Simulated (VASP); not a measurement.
Si23BHO48 (a cell with a defect), 73 atoms in the cell. The cell holds a defect, 73 atoms: a = 9.832 Å, b = 9.832 Å, c = 10.818 Å, α = 90.00°, β = 90.00°, γ = 120.00°. 

* Program: VASP 6.6.1
* Task: single point
* Functional: PBE
* Dispersion: D3(BJ)
* Potentials or basis: VASP PAW PBE potentials, release 64 (Si, O, B, H)
* Cutoff: 520 eV
* k mesh: 1 × 1 × 1
* Occupations: gaussian, width 0.02 eV
* Spin: no spin polarisation
* Dipole correction: no
* Further INCAR settings: LREAL = Auto; ALGO = Normal; EDIFF = 1e-07; NBANDS = 234

Potentials or basis: VASP PAW PBE potentials, release 64 (Si, O, B, H).

Launch:

```sh
$ cat potpaw_PBE.64/Si/POTCAR potpaw_PBE.64/O/POTCAR potpaw_PBE.64/B/POTCAR potpaw_PBE.64/H/POTCAR > POTCAR
$ mpirun -np 1 vasp_gam > vasp.out
```

Hardware: 1 thread of AMD EPYC 9R45 96-Core Processor (Zen 5) (shared host).

Question: How long does it take, and how much memory?

Answer: Run time: 3.5 min on 1 thread of AMD EPYC 9R45 96-Core Processor (Zen 5) (shared host), peak memory 0.95 GiB. Counts: scf iterations 17, k points 1.
